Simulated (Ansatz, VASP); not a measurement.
# Pt: VASP beside Ansatz

```
CELL_PARAMETERS angstrom
4.53228 0.00000 0.00000
-2.26614 3.92507 0.00000
0.00000 0.00000 2.70186
ATOMIC_POSITIONS crystal
Pt 0.00000 0.00000 0.00000
Pt 0.33333 0.66667 0.50000
Pt 0.66667 0.33333 0.50000
```

Alike in both runs: task single point; functional PBEsol; k mesh 9 × 9 × 13; occupations fermi-dirac, width 0.1 eV; no spin polarisation.

|  | VASP | Ansatz |
| --- | --- | --- |
| version | VASP 6.6.1 | Ansatz 0.2.0 |
| potentials or method | VASP PAW PBE potentials, release 64 (Pt), cutoff 520 eV | plane waves (420 eV) with PAW, scalar-relativistic |
| valence electrons in the cell | 30 | 54 |

|  | VASP | Ansatz | Ansatz less VASP |
| --- | --- | --- | --- |
| pressure (GPa) | -9.9 | -9.5 | +0.42 |
| traceless stress, the component that is largest in VASP (GPa) | 0.68 | 0.67 | -0.007 |

VASP's potentials were made for PBE, not for PBEsol, and Ansatz warns of the same on its side. VASP's potentials hold 30 valence electrons a cell and Ansatz's 54, so a difference there can come from the potentials and not from the codes.

Spin-orbit coupling is off throughout.
